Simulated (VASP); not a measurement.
A run of VASP 6.6.1 is set up as follows.

The input INCAR:

```
SYSTEM = Li
PREC = Accurate
ENCUT = 520
EDIFF = 1E-6
ISMEAR = 0
SIGMA = 0.15
LREAL = .FALSE.
LASPH = .TRUE.
NELM = 100
ALGO = Normal
ISIF = 2
LWAVE = .FALSE.
LCHARG = .FALSE.
GGA = PS
NBANDS = 10
```

Contents of KPOINTS:

```
regular mesh
0
G
  18 18 10
  0 0 0
```

Contents of POSCAR:

```
Li
1.0
    2.8621219795      0.0000000000      0.0000000000
   -1.4310609897      2.4786703429      0.0000000000
    0.0000000000      0.0000000000      5.0930000000
Li
2
Direct
    0.3333333333      0.6666666667      0.2500000000
    0.6666666667      0.3333333333      0.7500000000
```

Potentials or basis: VASP PAW PBE potentials, release 64 (Li_sv).

Launch:

```sh
$ cat potpaw_PBE.64/Li_sv/POTCAR > POTCAR
$ mpirun -np 1 vasp_std > vasp.out
```

Q: Predict the band gap on the k mesh.

A: Zero (bands 3 and 4 overlap by 5.23 eV).

Caveat: the cell differs from its parent crystal (strain -0.080 along x and y, +0.000 along z).
